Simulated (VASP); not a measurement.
Wanted: the native input for a VASP 6.6.1 run.

* Task: single point
* Functional: PBE
* Potentials or basis: VASP PAW PBE potentials, release 64 (Ti_sv, Ru_pv, Au)
* Cutoff: 520 eV
* k mesh: 3 × 3 × 1
* Occupations: fermi-dirac, width 0.1 eV
* Spin: no spin polarisation
* Dipole correction: no
* Further INCAR settings: LREAL = Auto; ALGO = Normal; EDIFF = 1e-06; NBANDS = 124

The structure of Ti8Ru8Au lies in POSCAR:

```
Ti8Ru8Au
1.0
    6.1400000000      0.0000000000      0.0000000000
    0.0000000000      6.1400000000      0.0000000000
    0.0000000000      0.0000000000     16.6050000000
Ti Ru Au
8 8 1
Direct
    0.2498869707      0.2495576547      0.1339296597
    0.2498125407      0.2493972313      0.3196439627
    0.2498864821      0.7500804560      0.1339276122
    0.2498211726      0.7501030945      0.3196387233
    0.7498876221      0.2495097720      0.1343988558
    0.7497817590      0.2565884365      0.3239613972
    0.7498874593      0.7501576547      0.1344020476
    0.7497907166      0.7423226384      0.3239922313
    0.0000000000      0.0000000000      0.0602228245
    0.0005610749     -0.0002807818      0.2401232159
    0.0000000000      0.5000000000      0.0602228245
    0.0005368078      0.4997340391      0.2382218609
    0.5000000000      0.0000000000      0.0602228245
    0.4991164495     -0.0002809446      0.2401190003
    0.5000000000      0.5000000000      0.0602228245
    0.4991252443      0.4997340391      0.2382102981
    0.7490840391      0.4992526059      0.4546706414
```

These files were run (other wordings do the same):

INCAR

```
SYSTEM = Ti8Ru8Au
PREC = Accurate
ENCUT = 520
EDIFF = 1E-6
ISMEAR = -1
SIGMA = 0.1
LREAL = Auto
LASPH = .True.
NELM = 60
ALGO = Normal
ISIF = 2
LWAVE = .False.
LCHARG = .True.
GGA = PE
LELF = .True.
LVHAR = .True.
NBANDS = 124
```

KPOINTS

```
Automatic mesh
0
Gamma
  3 3 1
  0 0 0
```

Potentials or basis: VASP PAW PBE potentials, release 64 (Ti_sv, Ru_pv, Au).

Run with:

```sh
$ cat potpaw_PBE.64/Ti_sv/POTCAR potpaw_PBE.64/Ru_pv/POTCAR potpaw_PBE.64/Au/POTCAR > POTCAR
$ mpirun -np 1 vasp_std > vasp.out
```

Results of the run:

```json
{"Largest force": "0.086 eV/Å", "Band gap on the k mesh": "zero (an odd number of electrons rules out a gap without spin polarisation)"}
```

Caveat: there is no dipole correction, which matters where the two faces differ; spin-orbit coupling is left out, which moves the levels of the heavy elements.

It took 26 min on 1 thread of Intel(R) Xeon(R) Platinum 8259CL CPU @ 2.50GHz (Skylake/Cascade Lake), on a shared host, peak memory 0.74 GiB.
